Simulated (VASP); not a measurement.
Runs of VASP 6.6.1 on Ag. The structure is that of space group Fm-3m (No. 225), or close to it. The cells are those of the table. 

```tsv
task	cell	k mesh	cutoff (eV)	smearing	gap on the mesh (eV)	pressure (GPa)	relaxed volume (Å³/atom)
relaxation of cell and atoms	relaxed from a = 2.924 Å, angles 60.0°, 1 atom	8 × 8 × 8	600	gaussian 0.1 eV	none	-0.1	(a)
relaxation of cell and atoms	relaxed from a = 2.829 Å, angles 60.0°, 1 atom	26 × 26 × 26	600	fermi-dirac 0.15 eV	none	0.0	16.03
single point	a = 2.830 Å, angles 60.0°, 1 atom	26 × 26 × 26	520	fermi-dirac 0.15 eV	none	0.1	-
single point	a = 2.835 Å, angles 60.0°, 1 atom	8 × 8 × 8	520	gaussian 0.1 eV	none	0.1	-
single point	a = 2.829 Å, angles 60.0°, 1 atom	26 × 26 × 26	520	gaussian 0.1 eV	none	0.1	-
single point	a = 2.924 Å, angles 60.0°, 1 atom	8 × 8 × 8	520	gaussian 0.1 eV	none	-9.6	-
relaxation of cell and atoms	relaxed from a = 2.835 Å, angles 60.0°, 1 atom	26 × 26 × 26	600	gaussian 0.1 eV	none	0.0	16.03
```

Alike in all rows: level LDA; potentials or basis VASP PAW LDA potentials, release 64 (Ag); no spin polarisation.

Q: Fill in the values left out.

A: (a) 16.13.

Caveats: the cell stands under tension (at least some runs).

A k mesh can miss the band edges, and the runs leave out spin-orbit coupling on Ag.

A gap of «none» marks levels without a gap at the run's occupations.
